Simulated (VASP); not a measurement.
Crystal: GaCo.

```xyz
2
Lattice="3.0153 0.0000 0.0000 0.0000 3.0153 0.0000 0.0000 0.0000 3.0153" Properties=species:S:1:pos:R:3 pbc="T T T"
Ga    1.5076    1.5076    1.5076
Co    0.0000    0.0000    0.0000
```

This cell differs from its parent crystal: volume scaled by 1.15.

```yaml
Program: VASP 6.6.1
Task: relaxation of cell and atoms
Functional: PBEsol
Potentials_or_basis: VASP PAW PBE potentials, release 64 (Ga_d, Co)
Cutoff: 600 eV
k_mesh: 9 × 9 × 9
Occupations: fermi-dirac, width 0.05 eV
Spin: collinear spin, ferromagnetic start
Starting_moments: "[0.0, 2.0] μB"
Hubbard_terms: Co d U = 5.3 eV
```

At the start: pressure -2.2 GPa; volume 13.71 Å³/atom.

**Question.** Where does the relaxation end?

**Answer.** Over 4 steps the energy falls by 2.5 meV/atom and the volume is 13.33 Å³/atom (-2.8 %); space group Pm-3m (No. 221, to 0.05 Å); moment 1.76 μB per cell.

Step by step:
```tsv
step	energy change (eV)	largest force (eV/Å)	pressure (GPa)	volume (Å³)
1	0.0000	0.0000	-2.17	27.41
2	-0.0049	0.0000	-0.13	26.68
3	-0.0049	0.0000	0.15	26.63
4	-0.0049	0.0000	0.05	26.66
```

Final structure:
```
CELL_PARAMETERS angstrom
2.98727 0.00000 0.00000
0.00000 2.98727 0.00000
0.00000 0.00000 2.98727
ATOMIC_POSITIONS crystal
Ga 0.50000 0.50000 0.50000
Co 0.00000 0.00000 0.00000
```

Caveat: the cell differs from its parent crystal (volume scaled by 1.15); the PAW data sets were made with another functional, which shifts forces and pressure a little; the U is typed as a test and isn't derived for this compound.
